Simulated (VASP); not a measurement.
# Zr (P6_3/mmc) in VASP: a series of runs, part 2 of 2

VASP 6.6.1. The steps go on from the part before.

**3. Relaxation of cell and atoms, revPBE**

This run uses another cell than the first one, of 23.28 Å³/atom, 0.978 times its volume.

File INCAR:

```
PREC     = Accurate       # precision mode
ENCUT    = 600            # plane-wave cutoff, eV
EDIFF    = 1E-6           # SCF threshold, eV
ISMEAR   = -1             # smearing method
SIGMA    = 0.05           # smearing width, eV
LREAL    = False          # projectors in reciprocal space
LASPH    = True           # aspherical terms in the spheres
NELM     = 100            # most SCF steps
ALGO     = Normal         # electronic algorithm
ISIF     = 3              # what is computed and relaxed
LWAVE    = False          # write WAVECAR
LCHARG   = False          # write CHGCAR
GGA      = RE             # functional
IBRION   = 2              # ionic algorithm
NSW      = 80             # ionic steps
EDIFFG   = -0.02          # ionic threshold
```

File KPOINTS:

```
Automatic mesh
0
Gamma
  9 9 5
```

File POSCAR:

```
Zr
1.0
    3.2320000000      0.0000000000      0.0000000000
   -1.6160000000      2.7989941050      0.0000000000
    0.0000000000      0.0000000000      5.1470000000
Zr
2
Direct
    0.6666666667      0.3333333333      0.7500000000
    0.3333333333      0.6666666667      0.2500000000
```

Potentials or basis: VASP PAW PBE potentials, release 64 (Zr_sv).

The run is started by

```console
cat potpaw_PBE.64/Zr_sv/POTCAR > POTCAR
mpirun -np 1 vasp_std > vasp.out
```

OUTCAR:

```text
PREC = Accurate
   ENCUT = 600
   EDIFF = 1E-6
   ISMEAR = -1
   LREAL = False
   LASPH = True
   NELM = 100
   ISIF = 3
   GGA = RE
   IBRION = 2
   NSW = 80
   EDIFFG = -0.02

 ion  position               nearest neighbor table
   1  0.667  0.333  0.750-   2 3.18   2 3.18   2 3.18   2 3.18   2 3.18   2 3.18
   2  0.333  0.667  0.250-   1 3.18   1 3.18   1 3.18   1 3.18   1 3.18   1 3.18

  LATTYP: Found a hexagonal cell.
 ALAT       =     3.2320000000
 C/A-ratio  =     1.5925123762

  Lattice vectors:

 A1 = (   3.2320000000,   0.0000000000,   0.0000000000)
 A2 = (  -1.6160000000,   2.7989941050,   0.0000000000)
 A3 = (   0.0000000000,   0.0000000000,   5.1470000000)

Analysis of symmetry for initial positions (statically):
=====================================================================
 Subroutine PRICEL returns:
 Original cell was already a primitive cell.

 Routine SETGRP: Setting up the symmetry group for a
 hexagonal supercell.

 Subroutine GETGRP returns: Found 24 space group operations
 (whereof 12 operations were pure point group operations)
 out of a pool of 24 trial point group operations.

The static configuration has the point symmetry D_3d.
 The point group associated with its full space group is D_6h.

Analysis of symmetry for dynamics (positions and initial velocities):
=====================================================================
 Subroutine PRICEL returns:
 Original cell was already a primitive cell.

 Routine SETGRP: Setting up the symmetry group for a
 hexagonal supercell.

 Subroutine GETGRP returns: Found 24 space group operations
 (whereof 12 operations were pure point group operations)
 out of a pool of 24 trial point group operations.

The dynamic configuration has the point symmetry D_3d.
 The point group associated with its full space group is D_6h.

 Subroutine INISYM returns: Found 24 space group operations
[... 119 lines left out ...]
  Fermi-wavevector in a.u.,A,eV,Ry     =   1.312611  2.480475 23.442130  1.722948
  Thomas-Fermi vector in A             =   2.442991
   LORBIT       =      0    0 simple, 1 ext, 2 COOP (PROOUT), +10 PAW based schemes
   GGA     = RE    functional components
   LHFCALC =     F    Hartree Fock is set to
   AEXX    =    0.0000 exact exchange contribution
   IVDW    =     0    specifies the selected vdW correction
   LEPSILON=     F    determine dielectric tensor
   LRPA    =     F    only Hartree local field effects (RPA)
 conjugate gradient relaxation of ions
 non-spin polarized calculation
  energy-cutoff  :      600.00
  volume of cell :       46.56
 maximum number of plane-waves:      1572
 NGX is ok and might be reduce to    28
   NGX = 13   NGY = 13   NGZ = 21

--------------------------------------- Ionic step        1  -------------------------------------------

 number of electron      24.0000000 magnetization

 Free energy of the ion-electron system (eV)
  ---------------------------------------------------
  ext. energy  EPLUGINS =         0.00000000
  ---------------------------------------------------
  free energy    TOTEN  =       -16.37099658 eV

  energy without entropy =      -16.35510536  energy(sigma->0) =      -16.36305097

------------------------ aborting loop because EDIFF is reached ----------------------------------------

  FORCE on cell =-STRESS in cart. coord.  units (eV):
  Direction    XX          YY          ZZ          XY          YZ          ZX
  --------------------------------------------------------------------------------------
  -------------------------------------------------------------------------------------
  Total        0.5274967      0.5274967      0.7807582     -0.0000000      0.0000000      0.0000000
  in kB       18.1510953     18.1510953     26.8657913     -0.0000000      0.0000000      0.0000000
  external PRESSURE =      21.0559940 kB  Pullay stress =       0.0000000 kB
[... 95 lines left out ...]
--------------------------------------- Ionic step        4  -------------------------------------------

 number of electron      24.0000000 magnetization

 Free energy of the ion-electron system (eV)
  ---------------------------------------------------
  ext. energy  EPLUGINS =         0.00000000
  ---------------------------------------------------
  free energy    TOTEN  =       -16.37811172 eV

  energy without entropy =      -16.36307196  energy(sigma->0) =      -16.37059184

 E-fermi :   8.8230     XC(G=0): -10.9292

 val. band max:        8.7991570498   @ k =   0.0000   0.0000   0.4000
 cond. band min:       8.8606847409   @ k =   0.1111   0.0000   0.4000
 fundamental gap:      0.0615276911
 Fermi energy:         8.8229867853

 k-point     1 :       0.0000    0.0000    0.0000
  band No.  band energies     occupation
      1     -40.0914      2.00000
      2     -39.9538      2.00000
      3     -18.5691      2.00000
      4     -17.7590      2.00000
      5     -17.7590      2.00000
      6     -17.6453      2.00000
[... 433 lines left out ...]
      3     -18.2569      2.00000
      4     -18.2494      2.00000
      5     -18.2494      2.00000
      6     -18.0214      2.00000
[... 8 lines left out ...]
     15      10.5221      0.00000
     16      12.4409      0.00000

 [... further k-points ...]
[... 5 lines left out ...]
  --------------------------------------------------------------------------------------
  -------------------------------------------------------------------------------------
  Total       -0.0164583     -0.0164583      0.0192578     -0.0000000     -0.0000000      0.0000000
  in kB       -0.5540570     -0.5540570      0.6482998     -0.0000000     -0.0000000      0.0000000
  external PRESSURE =      -0.1532714 kB  Pullay stress =       0.0000000 kB
[... 17 lines left out ...]
  FREE ENERGIE OF THE ION-ELECTRON SYSTEM (eV)
  ---------------------------------------------------
  free  energy   TOTEN  =       -16.3781117227 eV

  energy  without entropy=      -16.3630719558  energy(sigma->0) =      -16.37059184

 reached required accuracy - stopping structural energy minimisation
```

OSZICAR:

```text
N       E                     dE             d eps       ncg     rms          rms(c)
DAV:   1     0.230921411738E+03    0.23092E+03   -0.14714E+04  1152   0.166E+03
DAV:   2    -0.241004953158E+01   -0.23333E+03   -0.23149E+03  1472   0.434E+02
[... 34 lines left out ...]
DAV:   1    -0.163787260855E+02   -0.73107E-03   -0.40439E-02  1152   0.191E+00    0.146E-01
DAV:   2    -0.163782513240E+02    0.47476E-03   -0.12607E-03  1296   0.287E-01    0.693E-02
DAV:   3    -0.163781067093E+02    0.14461E-03   -0.60317E-04  1528   0.179E-01    0.164E-02
DAV:   4    -0.163781101695E+02   -0.34602E-05   -0.13174E-05  1416   0.319E-02    0.680E-03
DAV:   5    -0.163781117064E+02   -0.15369E-05   -0.21828E-06   880   0.125E-02    0.188E-03
DAV:   6    -0.163781117227E+02   -0.16330E-07   -0.20963E-07   664   0.439E-03
   4 F= -.16378112E+02 E0= -.16370592E+02  d E =-.116814E-03
```

CONTCAR:

```text
Zr
   1.00000000000000
     3.2497918515273021    0.0000000000000000    0.0000000000000000
    -1.6248959257636511    2.8144023004024881    0.0000000000000000
     0.0000000000000000    0.0000000000000000    5.2035495838241381
  Zr
     2
Direct
     0.6666666667000030    0.3333333332999970    0.7500000000000000
     0.3333333332999970    0.6666666667000030    0.2500000000000000

  0.00000000E+00  0.00000000E+00  0.00000000E+00
  0.00000000E+00  0.00000000E+00  0.00000000E+00
```

Run time: 1.7 min. Hardware: 1 thread of AMD EPYC 7R13 (Zen 3), shared host; peak memory 0.16 GiB.

What came out:

```yaml
Free_energy: -16.3781 eV
Relaxed_volume: 23.80 Å³/atom
Relaxed_cell: a = 3.250 Å, b = 3.250 Å, c = 5.204 Å, α = 90.00°, β = 90.00°, γ = 120.00°
Space_group_after_relaxing_to_0.05_Å: P6_3/mmc (No. 194)
Energy_gained_by_relaxing: 3.6 meV/atom
Ionic_steps: 4
Pressure_after_relaxing: 0.0 GPa
Band_gap_on_the_k_mesh: zero (band 12 reaches 9.69 eV, above the bottom of band 13 at 8.54 eV)
```

Stress tensor (GPa, compression positive):
```
-0.06  0.00  0.00
 0.00 -0.06  0.00
 0.00  0.00  0.06
```

The path:
| step | energy change (eV) | largest force (eV/Å) | pressure (GPa) | volume (Å³) |
| --- | --- | --- | --- | --- |
| 1 | 0.0000 | 0.0000 | 2.11 | 46.56 |
| 2 | -0.0005 | 0.0000 | -1.96 | 48.65 |
| 3 | -0.0070 | 0.0000 | -0.03 | 47.61 |
| 4 | -0.0071 | 0.0000 | -0.02 | 47.59 |

Final structure:
```xyz
2
Lattice="3.2498 0.0000 0.0000 -1.6249 2.8144 0.0000 0.0000 0.0000 5.2035" Properties=species:S:1:pos:R:3 pbc="T T T"
Zr    1.6249    0.9381    3.9027
Zr    0.0000    1.8763    1.3009
```

Caveat: the PAW data sets were made with another functional, which shifts forces and pressure a little.

**4. Single point, HSE06**

This run uses another cell than the first one, of 23.28 Å³/atom, 0.978 times its volume.

POSCAR is that of step 3.

File INCAR.step1:

```
PREC = Accurate ; ENCUT = 520
EDIFF = 1E-5 ; ISMEAR = -1
SIGMA = 0.05 ; LREAL = False
LASPH = True ; NELM = 80
ALGO = Normal ; ISIF = 2
LWAVE = True ; LCHARG = False
NBANDS = 19 ; GGA = PE
```

File INCAR.step2:

```
PREC = Accurate ; ENCUT = 520
EDIFF = 1E-6 ; ISMEAR = -1
SIGMA = 0.05 ; LREAL = False
LASPH = True ; NELM = 80
ALGO = Normal ; ISIF = 2
LWAVE = False ; LCHARG = False
GGA = PE ; LHFCALC = True
HFSCREEN = 0.2079 ; PRECFOCK = Normal
NBANDS = 19 ; ISTART = 1
```

File KPOINTS:

```
Automatic mesh
0
Gamma
  5 5 3
```

Potentials or basis: VASP PAW PBE potentials, release 64 (Zr_sv).

The run is started by

```console
cat potpaw_PBE.64/Zr_sv/POTCAR > POTCAR
cp INCAR.step1 INCAR
mpirun -np 1 vasp_std > vasp.out
cp INCAR.step2 INCAR
mpirun -np 1 vasp_std > vasp.out
```

OUTCAR:

```text
PREC = Accurate
   ENCUT = 520
   EDIFF = 1E-6
   ISMEAR = -1
   LREAL = False
   LASPH = True
   NELM = 80
   ISIF = 2
   GGA = PE
   LHFCALC = True
   HFSCREEN = 0.2079
   PRECFOCK = Normal
   ISTART = 1

 ion  position               nearest neighbor table
   1  0.667  0.333  0.750-   2 3.18   2 3.18   2 3.18   2 3.18   2 3.18   2 3.18
   2  0.333  0.667  0.250-   1 3.18   1 3.18   1 3.18   1 3.18   1 3.18   1 3.18

  LATTYP: Found a hexagonal cell.
 ALAT       =     3.2320000000
 C/A-ratio  =     1.5925123762

  Lattice vectors:

 A1 = (   3.2320000000,   0.0000000000,   0.0000000000)
 A2 = (  -1.6160000000,   2.7989941050,   0.0000000000)
 A3 = (   0.0000000000,   0.0000000000,   5.1470000000)

Analysis of symmetry for initial positions (statically):
=====================================================================
 Subroutine PRICEL returns:
 Original cell was already a primitive cell.

 Routine SETGRP: Setting up the symmetry group for a
 hexagonal supercell.

 Subroutine GETGRP returns: Found 24 space group operations
 (whereof 12 operations were pure point group operations)
 out of a pool of 24 trial point group operations.

The static configuration has the point symmetry D_3d.
 The point group associated with its full space group is D_6h.

Analysis of symmetry for dynamics (positions and initial velocities):
=====================================================================
 Subroutine PRICEL returns:
 Original cell was already a primitive cell.

 Routine SETGRP: Setting up the symmetry group for a
 hexagonal supercell.

 Subroutine GETGRP returns: Found 24 space group operations
[... 106 lines left out ...]
   IALGO  =     38    algorithm
   IMIX   =      1    mixing-type and parameters
     AMIX     =   0.40;   BMIX     =  1.00
     AMIX_MAG =   1.60;   BMIX_MAG =  1.00
  volume/ion in A,a.u.               =      23.28       157.11
  Fermi-wavevector in a.u.,A,eV,Ry     =   1.312611  2.480475 23.442130  1.722948
  Thomas-Fermi vector in A             =   2.442991
   LORBIT       =      0    0 simple, 1 ext, 2 COOP (PROOUT), +10 PAW based schemes
   GGA     = PE    functional components
   LHFCALC =     T    Hartree Fock is set to
   PRECFOCK=normal    Normal, Fast or Accurate (Low or Medium for compatibility)
   ENCUT4O =  -1.0   cutoff for four orbital integrals eV
   NKREDX  =     1    reduce k-point grid by
   NKREDY  =     1    reduce k-point grid by
   NKREDZ  =     1    reduce k-point grid by
   AEXX    =    0.2500 exact exchange contribution
   HFSCREEN=    0.2079 screening length (either q_TF or 0.3 A-1)
   HFSCREENC=   0.2079 screening length for correlation (either q_TF or 0.3 A-1)
   ENCUTFOCK=  -1.0 apply spherical cutoff to Coloumb kernel
   IVDW    =     0    specifies the selected vdW correction
   LEPSILON=     F    determine dielectric tensor
   LRPA    =     F    only Hartree local field effects (RPA)
 non-spin polarized calculation
  energy-cutoff  :      520.00
  volume of cell :       46.56
 maximum number of plane-waves:      1263
  NGX = 20; NGY = 20; NGZ = 30

 number of electron      24.0000000 magnetization

 Free energy of the ion-electron system (eV)
  ---------------------------------------------------
  ext. energy  EPLUGINS =         0.00000000
  ---------------------------------------------------
  free energy    TOTEN  =       -19.60939813 eV

  energy without entropy =      -19.59024489  energy(sigma->0) =      -19.59982151

 E-fermi :   8.9589     XC(G=0):  -9.1358

 val. band max:        8.9177686030   @ k =   0.4000   0.2000   0.3333
 cond. band min:       9.0712164588   @ k =   0.0000   0.0000   0.3333
 fundamental gap:      0.1534478558
 Fermi energy:         8.9588695220

 k-point     1 :       0.0000    0.0000    0.0000
  band No.  band energies     occupation
      1     -43.5266      2.00000
      2     -43.3527      2.00000
      3     -20.7338      2.00000
      4     -19.7316      2.00000
      5     -19.7316      2.00000
      6     -19.6067      2.00000
[... 197 lines left out ...]
      6     -19.9838      2.00000
[... 11 lines left out ...]
     18      14.7205      0.00000
     19      16.3523      0.00000

------------------------ aborting loop because EDIFF is reached ----------------------------------------

  FORCE on cell =-STRESS in cart. coord.  units (eV):
  Direction    XX          YY          ZZ          XY          YZ          ZX
  --------------------------------------------------------------------------------------
  -------------------------------------------------------------------------------------
  Total        0.4901112      0.4901112     -0.5752281      0.0000000      0.0000000      0.0000000
  in kB       16.8646631     16.8646631    -19.7935253      0.0000000      0.0000000      0.0000000
  external PRESSURE =       4.6452670 kB  Pullay stress =       0.0000000 kB

 VOLUME and BASIS-vectors are now :
 -----------------------------------------------------------------------------
  energy-cutoff  :      520.00
  volume of cell :       46.56
      direct lattice vectors                 reciprocal lattice vectors
     3.232000000  0.000000000  0.000000000     0.309405941  0.178635603  0.000000000
    -1.616000000  2.798994105  0.000000000     0.000000000  0.357271206  0.000000000
     0.000000000  0.000000000  5.147000000     0.000000000  0.000000000  0.194287935

 POSITION                                       TOTAL-FORCE (eV/Angst)
 -----------------------------------------------------------------------------------
      1.61600      0.93300      3.86025        -0.000000      0.000000     -0.000000
     -0.00000      1.86600      1.28675         0.000000      0.000000      0.000000
 -----------------------------------------------------------------------------------
    total drift:                               -0.000000     -0.000001     -0.000001

  FREE ENERGIE OF THE ION-ELECTRON SYSTEM (eV)
  ---------------------------------------------------
  free  energy   TOTEN  =       -19.6093981326 eV

  energy  without entropy=      -19.5902448869  energy(sigma->0) =      -19.59982151
```

It took 17 min on 1 thread of Intel Xeon Platinum 8259CL at 2.50GHz (Skylake/Cascade Lake), shared host; peak memory 0.26 GiB.

What came out:

| Quantity | Value |
| --- | --- |
| Free energy | -19.6094 eV |
| Pressure | 0.5 GPa |
| Band gap on the k mesh | zero (band 12 reaches 10.24 eV, above the bottom of band 13 at 8.92 eV) |

Stress tensor (GPa, compression positive):
```
 1.69  0.00  0.00
 0.00  1.69  0.00
 0.00  0.00 -1.98
```

Caveat: the k points lie up to 0.45 Å⁻¹ apart; the PAW data sets were made with another functional, which shifts forces and pressure a little.

**5. Single point, LDA (volume scaled by 0.94)**

File INCAR:

```
SYSTEM = Zr
PREC = Accurate ; ENCUT = 520
EDIFF = 1E-7 ; ISMEAR = -1
SIGMA = 0.05 ; LREAL = .False.
LASPH = .True. ; NELM = 80
ALGO = Normal ; ISIF = 2
LWAVE = .False. ; LCHARG = .True.
GGA = CA ; LELF = .True.
LVHAR = .True. ; NBANDS = 19
```

File KPOINTS:

```
Automatic mesh
0
Gamma
  9 9 5
  0 0 0
```

File POSCAR:

```
Zr
1.0
    3.1660223034      0.0000000000      0.0000000000
   -1.5830111517      2.7418557436      0.0000000000
    0.0000000000      0.0000000000      5.0419297016
Zr
2
Direct
    0.6666666667      0.3333333333      0.7500000000
    0.3333333333      0.6666666667      0.2500000000
```

Potentials or basis: VASP PAW LDA potentials, release 64 (Zr_sv).

The run is started by

```console
cat potpaw_LDA.64/Zr_sv/POTCAR > POTCAR
mpirun -np 1 vasp_std > vasp.out
```

Wall time 35 s (1 thread of Intel Xeon 8259CL, shared host); peak memory 0.12 GiB.

It converged, with:

| Item | Value |
| --- | --- |
| Free energy | -18.5943 eV |
| Pressure | -0.2 GPa |
| Band gap on the k mesh | zero (band 12 reaches 10.33 eV, above the bottom of band 13 at 9.29 eV) |

Stress tensor (GPa, compression positive):
```
-0.69  0.00  0.00
 0.00 -0.69  0.00
 0.00  0.00  0.84
```

Levels at points of the mesh, in eV from the Fermi level:
| k point | band 10 | band 11 | band 12 | band 13 | band 14 | band 15 |
| --- | --- | --- | --- | --- | --- | --- |
| (0.00, 0.00, 0.00) | -3.22 | 0.82 | 0.82 | 1.00 | 1.50 | 1.58 |

Caveat: the cell differs from its parent crystal (volume scaled by 0.94).

**6. Overview**

| task | level | potentials or basis | cell | k mesh | cutoff (eV) | grid for exact exchange (PRECFOCK) | screening parameter | gap on the mesh (eV) | pressure (GPa) |
| --- | --- | --- | --- | --- | --- | --- | --- | --- | --- |
| single point | revPBE | VASP PAW PBE potentials, release 64 (Zr_sv) | a = 3.249, b = 3.249, c = 5.206 Å, angles 90.0, 90.0, 120.0°, 2 atoms | 9 × 9 × 5 | 520 | - | - | none | 0.0 |
| relaxation of cell and atoms | revPBE | VASP PAW PBE potentials, release 64 (Zr_sv) | relaxed from a = 3.232, b = 3.232, c = 5.147 Å, angles 90.0, 90.0, 120.0°, 2 atoms | 9 × 9 × 5 | 600 | - | - | none | 0.0 |
| single point | HSE06 | VASP PAW PBE potentials, release 64 (Zr_sv) | a = 3.232, b = 3.232, c = 5.147 Å, angles 90.0, 90.0, 120.0°, 2 atoms | 5 × 5 × 3 | 520 | Normal | 0.2079 1/Å | none | 0.5 |
| single point | LDA | VASP PAW LDA potentials, release 64 (Zr_sv) | a = 3.166, b = 3.166, c = 5.042 Å, angles 90.0, 90.0, 120.0°, 2 atoms | 9 × 9 × 5 | 520 | - | - | none | -0.2 |

Alike in all rows: no spin polarisation; smearing fermi-dirac 0.05 eV.

Caveats: some runs use coarse meshes; the PAW data sets were made with another functional, which shifts forces and pressure a little (some runs).

Total energies depend on the potentials used, so only differences within one code and one set of settings carry meaning.
